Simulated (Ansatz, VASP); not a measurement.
# Two plane-wave programs on MgO

INCAR

```
SYSTEM = MgO
  ALGO = Normal
  EDIFF = 1E-6
  ENCUT = 520
  GGA = PE
  ISIF = 2
  ISMEAR = -1
  LASPH = .True.
  LCHARG = .False.
  LREAL = .False.
  LWAVE = .False.
  NBANDS = 11
  NELM = 100
  PREC = Accurate
  SIGMA = 0.02
```

Contents of KPOINTS:

```
k-points
0
Gamma
  10 10 10
  0 0 0
```

The input POSCAR:

```
MgO
1.0
    0.0561362781      2.0952386711      2.0952386711
    2.0952386711      0.0561362781      2.0952386711
    2.0952386711      2.0952386711      0.0561362781
Mg O
1 1
Direct
    0.0000000000      0.0000000000      0.0000000000
    0.5000000000      0.5000000000      0.5000000000
```

Input for Ansatz:

```yaml
crystal:
  lattice:
    - [0.0561362781, 2.0952386711, 2.0952386711]
    - [2.0952386711, 0.0561362781, 2.0952386711]
    - [2.0952386711, 2.0952386711, 0.0561362781]
  atoms:
    - { symbol: Mg, position: [0.0, 0.0, 0.0] }
    - { symbol: O, position: [0.5, 0.5, 0.5] }
kpoints:
  mp_grid: { grid: [10, 10, 10] }
  band_path:
    path:
      - [0.0, 0.0, 0.0]
      - [0.5, 0.0, 0.5]
      - [0.625, 0.25, 0.625]
      - [0.375, 0.375, 0.75]
      - [0.5, 0.5, 0.5]
      - [0.5, 0.25, 0.75]
    npoints: 1
hamiltonian:
  xc: pbe
scf:
  occupations: { method: fermi_dirac, width: 0.02 }
  n_extra_bands: 4
output:
  forces: true
  stress: true
  eigenvalues: true
  write_density: true
  write_potential: true
  elf: true
  volumetric_format: npy
```

Change from the starting cell: epitaxial_111 strain -3.0%.

Alike in both runs: task single point; functional PBE; k mesh 10 × 10 × 10; occupations fermi-dirac, width 0.02 eV; no spin polarisation.

|  | VASP | Ansatz |
| --- | --- | --- |
| version | VASP 6.6.1 | Ansatz 0.2.0 |
| potentials or method | VASP PAW PBE potentials, release 64 (Mg, O) | plane waves, PAW |
| plane-wave cutoff (eV) | 520 | 420 |
| valence electrons in the cell | 8 | 16 |

|  | VASP | Ansatz | Ansatz less VASP |
| --- | --- | --- | --- |
| gap on the k mesh at the Fermi level (eV) | 5.15 | 5.17 | +0.016 |
| pressure (GPa) | 14.6 | 15.3 | +0.74 |
| traceless stress, the component that is largest in VASP (GPa) | -4.48 | -4.45 | +0.030 |

VASP's potentials hold 8 valence electrons a cell and Ansatz's 16, so a difference there can come from the potentials and not from the codes.
